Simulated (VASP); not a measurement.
# TlAgTe2 (I-4m2) in VASP: notebook

Runs on TlAgTe2. Level: LDA. Tasks: single point.

Program: VASP 6.6.1. These are calculated values, not measurements. Logs are shortened: lines on timing, memory, paths and dates and some standing lists are left out, and cuts for length are marked.

## Step 1: The cell of the first run

Symmetry: I-4m2, No. 119, tetragonal system. Conventional cell: a = 3.840 Å, b = 3.840 Å, c = 14.909 Å, α = 90.00°, β = 90.00°, γ = 90.00°. Tl (site symmetry -4m2) has 8 Te at 3.34 Å and 4 Tl at 3.84 Å and 4 Ag at 4.19 Å within 4.4 Å. Within 3.4 Å of Ag (site symmetry -4m2) lie 4 Te at 2.61 Å. Te (site symmetry 2mm) has 2 Ag at 2.61 Å and 4 Tl at 3.34 Å within 3.4 Å.

## Step 2: Single point, LDA (27.48 Å³/atom)

INCAR reads:

```
SYSTEM = TlAgTe2
PREC     = Accurate       ! precision mode
ENCUT    = 520            ! plane-wave cutoff, eV
EDIFF    = 1E-7           ! SCF threshold, eV
ISMEAR   = -1             ! smearing method
SIGMA    = 0.05           ! smearing width, eV
LREAL    = .False.        ! projectors in reciprocal space
LASPH    = .True.         ! aspherical terms in the spheres
NELM     = 100            ! most SCF steps
ALGO     = Normal         ! electronic algorithm
ISIF     = 2              ! what is computed and relaxed
LWAVE    = .False.        ! write WAVECAR
LCHARG   = .False.        ! write CHGCAR
NBANDS   = 26             ! bands
```

KPOINTS reads:

```
regular mesh
0
Gamma
  13 13 13
  0 0 0
```

POSCAR reads:

```
TlAgTe2
1.0
   -1.9199887731      1.9199887731      7.4546502873
    1.9199887731     -1.9199887731      7.4546502873
    1.9199887731      1.9199887731     -7.4546502873
Tl Ag Te
1 1 2
Direct
    0.0000000000      0.0000000000      0.0000000000
    0.7500000000      0.2500000000      0.5000000000
    0.3690000000      0.3690000000      0.0000000000
    0.6310000000      0.6310000000      0.0000000000
```

Potentials or basis: VASP PAW LDA potentials, release 64 (Tl_d, Ag, Te).

Launch:

```console
$ cat potpaw_LDA.64/Tl_d/POTCAR potpaw_LDA.64/Ag/POTCAR potpaw_LDA.64/Te/POTCAR > POTCAR
$ mpirun -np 1 vasp_std > vasp.out
```

OUTCAR:

```text
SYSTEM = TlAgTe2
   PREC = Accurate
   ENCUT = 520
   EDIFF = 1E-7
   ISMEAR = -1
   LREAL = .False.
   LASPH = .True.
   NELM = 100
   ISIF = 2

 ion  position               nearest neighbor table
   1  0.000  0.000  0.000-   3 3.34   4 3.34   4 3.34   4 3.34   4 3.34   3 3.34   3 3.34   3 3.34

   2  0.750  0.250  0.500-   3 2.61   4 2.61   3 2.61   4 2.61
   3  0.369  0.369  0.000-   2 2.61   2 2.61   1 3.34   1 3.34   1 3.34   1 3.34
   4  0.631  0.631  0.000-   2 2.61   2 2.61   1 3.34   1 3.34   1 3.34   1 3.34

  LATTYP: Found a body centered tetragonal cell.
 ALAT       =     3.8399775462
 C/A-ratio  =     3.8826530612

  Lattice vectors:

 A1 = (  -1.9199887731,   1.9199887731,   7.4546502873)
 A2 = (   1.9199887731,  -1.9199887731,   7.4546502873)
 A3 = (   1.9199887731,   1.9199887731,  -7.4546502873)

Analysis of symmetry for initial positions (statically):
=====================================================================
 Subroutine PRICEL returns:
 Original cell was already a primitive cell.

 Routine SETGRP: Setting up the symmetry group for a
 body centered tetragonal supercell.

 Subroutine GETGRP returns: Found  8 space group operations
 (whereof  8 operations were pure point group operations)
 out of a pool of 16 trial point group operations.

The static configuration has the point symmetry D_2d.

Analysis of symmetry for dynamics (positions and initial velocities):
=====================================================================
 Subroutine PRICEL returns:
 Original cell was already a primitive cell.

 Routine SETGRP: Setting up the symmetry group for a
 body centered tetragonal supercell.

 Subroutine GETGRP returns: Found  8 space group operations
 (whereof  8 operations were pure point group operations)
 out of a pool of 16 trial point group operations.

The dynamic configuration has the point symmetry D_2d.

 Subroutine INISYM returns: Found  8 space group operations
 (whereof  8 operations are pure point group operations),
 and found     1 'primitive' translations

----------------------------------------------------------------------------------------

                                     Primitive cell

  volume of cell :     109.9220

[... 87 lines left out ...]
   LNONCOLLINEAR =      F non collinear calculations
   LSORBIT =      F    spin-orbit coupling
   LASPH  =      T    aspherical Exc in radial PAW
   ENCUT  =  520.0 eV  38.22 Ry    6.18 a.u.  14.75 14.75 14.75*2*pi/ulx,y,z
   NELM   =    100;   NELMIN=  2; NELMDL= -5     # of ELM steps
   EDIFF  = 0.1E-06   stopping-criterion for ELM
   LREAL  =      F    real-space projection
   EDIFFG = 0.1E-05   stopping-criterion for IOM
   NSW    =      0    number of steps for IOM
   IBRION =     -1    ionic relax: 0-MD 1-quasi-New 2-CG
   NFREE  =      0    steps in history (QN), initial steepest desc. (CG)
   ISIF   =      2    stress and relaxation
   ISYM   =      2    0-nonsym 1-usesym 2-fastsym
   POTIM  = 0.5000    time-step for ionic-motion
   TEBEG  =    0.0;   TEEND  =   0.0 temperature during run
   PSTRESS=    0.0 pullay stress
   NELECT =      36.0000    total number of electrons
   NUPDOWN=      -1.0000    fix difference up-down
   EMIN   =  10.00;   EMAX   =-10.00  energy-range for DOS
   EFERMI =   0.00;   METHOD = LEGACY
   ISMEAR =    -1;   SIGMA  =   0.05  broadening in eV -4-tet -1-fermi 0-gaus
   EFERMI_NEDOS =   21; number of points for ismear=-14 and -15
   IALGO  =     38    algorithm
   IMIX   =      4    mixing-type and parameters
     AMIX     =   0.40;   BMIX     =  1.00
     AMIX_MAG =   1.60;   BMIX_MAG =  1.00
  volume/ion in A,a.u.               =      27.48       185.45
  Fermi-wavevector in a.u.,A,eV,Ry     =   1.128446  2.132454 17.325528  1.273390
  Thomas-Fermi vector in A             =   2.265136
   LORBIT       =      0    0 simple, 1 ext, 2 COOP (PROOUT), +10 PAW based schemes
   GGA     = CA    functional components
   LHFCALC =     F    Hartree Fock is set to
   AEXX    =    0.0000 exact exchange contribution
   IVDW    =     0    specifies the selected vdW correction
   LEPSILON=     F    determine dielectric tensor
   LRPA    =     F    only Hartree local field effects (RPA)
 non-spin polarized calculation
  energy-cutoff  :      520.00
  volume of cell :      109.92
 maximum number of plane-waves:      2980
   NGX = 29   NGY = 29   NGZ = 29

 number of electron      36.0000003 magnetization

 Free energy of the ion-electron system (eV)
  ---------------------------------------------------
  ext. energy  EPLUGINS =         0.00000000
  ---------------------------------------------------
  free energy    TOTEN  =       -14.07783710 eV

  energy without entropy =      -14.05403546  energy(sigma->0) =      -14.06593628

 E-fermi :   6.1812     XC(G=0): -10.2427

 val. band max:        6.1784408583   @ k =  -0.2308   0.2308   0.0769
 cond. band min:       6.1857690975   @ k =  -0.2308   0.1538  -0.0000
 fundamental gap:      0.0073282392
 Fermi energy:         6.1811566497

 k-point     1 :       0.0000    0.0000    0.0000
  band No.  band energies     occupation
      1      -6.0349      2.00000
      2      -5.0714      2.00000
      3      -4.8944      2.00000
      4      -4.7891      2.00000
      5      -4.7103      2.00000
      6      -4.7103      2.00000
[... 685 lines left out ...]
     25      13.3462      0.00000
     26      14.1012      0.00000

 [... further k-points ...]

------------------------ aborting loop because EDIFF is reached ----------------------------------------

  FORCE on cell =-STRESS in cart. coord.  units (eV):
  Direction    XX          YY          ZZ          XY          YZ          ZX
  --------------------------------------------------------------------------------------
  -------------------------------------------------------------------------------------
  Total        0.4247807      0.4247807      3.0992443      0.0000000      0.0000000      0.0000000
  in kB        6.1914268      6.1914268     45.1732929      0.0000000      0.0000000      0.0000000
  external PRESSURE =      19.1853822 kB  Pullay stress =       0.0000000 kB

 VOLUME and BASIS-vectors are now :
 -----------------------------------------------------------------------------
  energy-cutoff  :      520.00
  volume of cell :      109.92
      direct lattice vectors                 reciprocal lattice vectors
    -1.919988773  1.919988773  7.454650287     0.000000000  0.260418189  0.067072227
     1.919988773 -1.919988773  7.454650287     0.260418189  0.000000000  0.067072227
     1.919988773  1.919988773 -7.454650287     0.260418189  0.260418189  0.000000000

 POSITION                                       TOTAL-FORCE (eV/Angst)
 -----------------------------------------------------------------------------------
      0.00000      0.00000      0.00000         0.000000      0.000000      0.000000
      0.00000      1.91999      3.72733         0.000000      0.000000      0.000000
      0.00000      0.00000      5.50153        -0.000000     -0.000000      0.481849
      0.00000      0.00000      9.40777         0.000000      0.000000     -0.481849
 -----------------------------------------------------------------------------------
    total drift:                               -0.000000      0.000000      0.000000

  FREE ENERGIE OF THE ION-ELECTRON SYSTEM (eV)
  ---------------------------------------------------
  free  energy   TOTEN  =       -14.0778371009 eV

  energy  without entropy=      -14.0540354599  energy(sigma->0) =      -14.06593628
```

OSZICAR:

```text
N       E                     dE             d eps       ncg     rms          rms(c)
DAV:   1     0.186947370920E+03    0.18695E+03   -0.16491E+04 10208   0.122E+03
DAV:   2    -0.738640260325E+01   -0.19433E+03   -0.18884E+03 11688   0.257E+02
DAV:   3    -0.146106193054E+02   -0.72242E+01   -0.71457E+01 12066   0.461E+01
DAV:   4    -0.147023353930E+02   -0.91716E-01   -0.91621E-01 12748   0.547E+00
DAV:   5    -0.147033767702E+02   -0.10414E-02   -0.10414E-02 11986   0.595E-01    0.105E+01
DAV:   6    -0.141557972169E+02    0.54758E+00   -0.34172E+00 10730   0.193E+01    0.867E+00
DAV:   7    -0.140929539589E+02    0.62843E-01   -0.44366E-01 10666   0.626E+00    0.417E+00
DAV:   8    -0.140818329371E+02    0.11121E-01   -0.58788E-02 11194   0.185E+00    0.904E-01
DAV:   9    -0.140778427861E+02    0.39902E-02   -0.16616E-02 10856   0.133E+00    0.275E-01
DAV:  10    -0.140778504103E+02   -0.76242E-05   -0.11884E-03 11314   0.244E-01    0.113E-01
DAV:  11    -0.140778387261E+02    0.11684E-04   -0.93743E-05 11656   0.707E-02    0.387E-02
DAV:  12    -0.140778371939E+02    0.15322E-05   -0.14487E-05 11388   0.270E-02    0.912E-03
DAV:  13    -0.140778371217E+02    0.72194E-07   -0.16301E-06 11404   0.738E-03    0.812E-03
DAV:  14    -0.140778371009E+02    0.20812E-07   -0.67234E-08  5902   0.182E-03
   1 F= -.14077837E+02 E0= -.14065936E+02  d E =-.238016E-01
```

Run time: 36 min. Hardware: 1 thread of Intel Xeon 8259CL, shared host; peak memory 0.82 GiB.

What came out:

```
Free energy            : -14.0778 eV
Pressure               : 1.9 GPa
Largest force          : 0.482 eV/Å
Band gap on the k mesh : zero (bands 18 and 19 overlap by 1.91 eV)
```

Forces on the atoms (eV/Å):
```
Tl   0.000  0.000  0.000
Ag   0.000  0.000  0.000
Te   0.000  0.000  0.482
Te   0.000  0.000 -0.482
```

Stress tensor (GPa, compression positive):
```
0.62 0.00 0.00
0.00 0.62 0.00
0.00 0.00 4.52
```

Caveat: spin-orbit coupling is left out, which moves the levels of the heavy elements.

## Step 3: Single point, LDA (zz strain of +2 %)

INCAR reads:

```
SYSTEM = TlAgTe2
ALGO     = Normal         ! electronic algorithm
EDIFF    = 1E-6           ! SCF threshold, eV
ENCUT    = 520            ! plane-wave cutoff, eV
ISIF     = 2              ! what is computed and relaxed
ISMEAR   = -1             ! smearing method
LASPH    = .True.         ! aspherical terms in the spheres
LCHARG   = .False.        ! write CHGCAR
LREAL    = .False.        ! projectors in reciprocal space
LWAVE    = .False.        ! write WAVECAR
NBANDS   = 26             ! bands
NELM     = 80             ! most SCF steps
PREC     = Accurate       ! precision mode
SIGMA    = 0.05           ! smearing width, eV
```

KPOINTS reads:

```
k-points
0
Gamma
  13 13 13
  0 0 0
```

POSCAR reads:

```
TlAgTe2
1.0
   -1.9600000000      1.9600000000      7.7622000000
    1.9600000000     -1.9600000000      7.7622000000
    1.9600000000      1.9600000000     -7.7622000000
Tl Ag Te
1 1 2
Direct
    0.0000000000      0.0000000000      0.0000000000
    0.7500000000      0.2500000000      0.5000000000
    0.3690000000      0.3690000000      0.0000000000
    0.6310000000      0.6310000000      0.0000000000
```

Potentials or basis: VASP PAW LDA potentials, release 64 (Tl_d, Ag, Te).

Launch:

```console
$ cat potpaw_LDA.64/Tl_d/POTCAR potpaw_LDA.64/Ag/POTCAR potpaw_LDA.64/Te/POTCAR > POTCAR
$ mpirun -np 1 vasp_std > vasp.out
```

OUTCAR:

```text
SYSTEM = TlAgTe2
   EDIFF = 1E-6
   ENCUT = 520
   ISIF = 2
   ISMEAR = -1
   LASPH = .True.
   LREAL = .False.
   NELM = 80
   PREC = Accurate

 ion  position               nearest neighbor table
   1  0.000  0.000  0.000-   4 3.44   4 3.44   4 3.44   3 3.44   4 3.44   3 3.44   3 3.44   3 3.44

   2  0.750  0.250  0.500-   3 2.69   4 2.69   3 2.69   4 2.69
   3  0.369  0.369  0.000-   2 2.69   2 2.69   1 3.44   1 3.44   1 3.44   1 3.44
   4  0.631  0.631  0.000-   2 2.69   2 2.69   1 3.44   1 3.44   1 3.44   1 3.44

  LATTYP: Found a body centered tetragonal cell.
 ALAT       =     3.9200000000
 C/A-ratio  =     3.9603061224

  Lattice vectors:

 A1 = (  -1.9600000000,   1.9600000000,   7.7622000000)
 A2 = (   1.9600000000,  -1.9600000000,   7.7622000000)
 A3 = (   1.9600000000,   1.9600000000,  -7.7622000000)

Analysis of symmetry for initial positions (statically):
=====================================================================
 Subroutine PRICEL returns:
 Original cell was already a primitive cell.

 Routine SETGRP: Setting up the symmetry group for a
[... 171 lines left out ...]

 E-fermi :   5.1791     XC(G=0):  -9.8666

 val. band max:        5.1731273005   @ k =  -0.2308   0.0769   0.0000
 cond. band min:       5.1791356001   @ k =  -0.3077  -0.4615   0.1538
 fundamental gap:      0.0060082996
 Fermi energy:         5.1791079866

 k-point     1 :       0.0000    0.0000    0.0000
  band No.  band energies     occupation
      1      -6.5235      2.00000
      2      -5.7643      2.00000
      3      -5.7523      2.00000
      4      -5.6621      2.00000
      5      -5.5992      2.00000
      6      -5.5992      2.00000
[... 685 lines left out ...]
     25      12.1689      0.00000
     26      12.9783      0.00000

 [... further k-points ...]

------------------------ aborting loop because EDIFF is reached ----------------------------------------

  FORCE on cell =-STRESS in cart. coord.  units (eV):
  Direction    XX          YY          ZZ          XY          YZ          ZX
  --------------------------------------------------------------------------------------
  -------------------------------------------------------------------------------------
  Total       -2.3830952     -2.3830952     -0.6029879      0.0000000      0.0000000      0.0000000
  in kB      -32.0106886    -32.0106886     -8.0995741      0.0000000      0.0000000      0.0000000
  external PRESSURE =     -24.0403171 kB  Pullay stress =       0.0000000 kB

 VOLUME and BASIS-vectors are now :
 -----------------------------------------------------------------------------
  energy-cutoff  :      520.00
  volume of cell :      119.28
      direct lattice vectors                 reciprocal lattice vectors
    -1.960000000  1.960000000  7.762200000     0.000000000  0.255102041  0.064414728
     1.960000000 -1.960000000  7.762200000     0.255102041  0.000000000  0.064414728
     1.960000000  1.960000000 -7.762200000     0.255102041  0.255102041  0.000000000

 POSITION                                       TOTAL-FORCE (eV/Angst)
 -----------------------------------------------------------------------------------
      0.00000      0.00000      0.00000        -0.000000      0.000000     -0.000000
      0.00000      1.96000      3.88110        -0.000000      0.000000     -0.000000
      0.00000      0.00000      5.72850         0.000000     -0.000000      0.037512
      0.00000      0.00000      9.79590         0.000000     -0.000000     -0.037512
 -----------------------------------------------------------------------------------
    total drift:                                0.000000     -0.000000     -0.000000

  FREE ENERGIE OF THE ION-ELECTRON SYSTEM (eV)
  ---------------------------------------------------
  free  energy   TOTEN  =       -14.0841724903 eV

  energy  without entropy=      -14.0598854893  energy(sigma->0) =      -14.07202899
```

OSZICAR:

```text
N       E                     dE             d eps       ncg     rms          rms(c)
DAV:   1     0.182082484834E+03    0.18208E+03   -0.16267E+04 10224   0.120E+03
DAV:   2    -0.730781864162E+01   -0.18939E+03   -0.18384E+03 11682   0.250E+02
DAV:   3    -0.145296720411E+02   -0.72219E+01   -0.71416E+01 12172   0.453E+01
DAV:   4    -0.146220345516E+02   -0.92363E-01   -0.92304E-01 12758   0.543E+00
DAV:   5    -0.146230145227E+02   -0.97997E-03   -0.97995E-03 11898   0.579E-01    0.880E+00
DAV:   6    -0.141544060954E+02    0.46861E+00   -0.30207E+00 10740   0.178E+01    0.742E+00
DAV:   7    -0.140990211296E+02    0.55385E-01   -0.37765E-01 10670   0.554E+00    0.367E+00
DAV:   8    -0.140877681511E+02    0.11253E-01   -0.63927E-02 10944   0.201E+00    0.822E-01
DAV:   9    -0.140842145040E+02    0.35536E-02   -0.17042E-02 10788   0.125E+00    0.322E-01
DAV:  10    -0.140842204004E+02   -0.58964E-05   -0.10726E-03 11168   0.240E-01    0.140E-01
DAV:  11    -0.140841717745E+02    0.48626E-04   -0.17709E-04 11472   0.122E-01    0.349E-02
DAV:  12    -0.140841726637E+02   -0.88922E-06   -0.30684E-05 11196   0.293E-02    0.105E-02
DAV:  13    -0.140841724903E+02    0.17341E-06   -0.13812E-06  6302   0.652E-03
   1 F= -.14084172E+02 E0= -.14072029E+02  d E =-.242870E-01
```

It took 52 min on 1 thread of Intel Xeon 8259CL, shared host; peak memory 0.92 GiB.

What came out:

```yaml
Free_energy: -14.0842 eV
Pressure: -2.4 GPa
Largest_force: 0.038 eV/Å
Band_gap_on_the_k_mesh: zero (bands 18 and 19 overlap by 1.67 eV)
```

Forces on the atoms (eV/Å):
```
Tl   0.000  0.000  0.000
Ag   0.000  0.000  0.000
Te   0.000  0.000  0.038
Te   0.000  0.000 -0.038
```

Caveat: the cell differs from its parent crystal (zz strain of +2 %); spin-orbit coupling is left out, which moves the levels of the heavy elements.
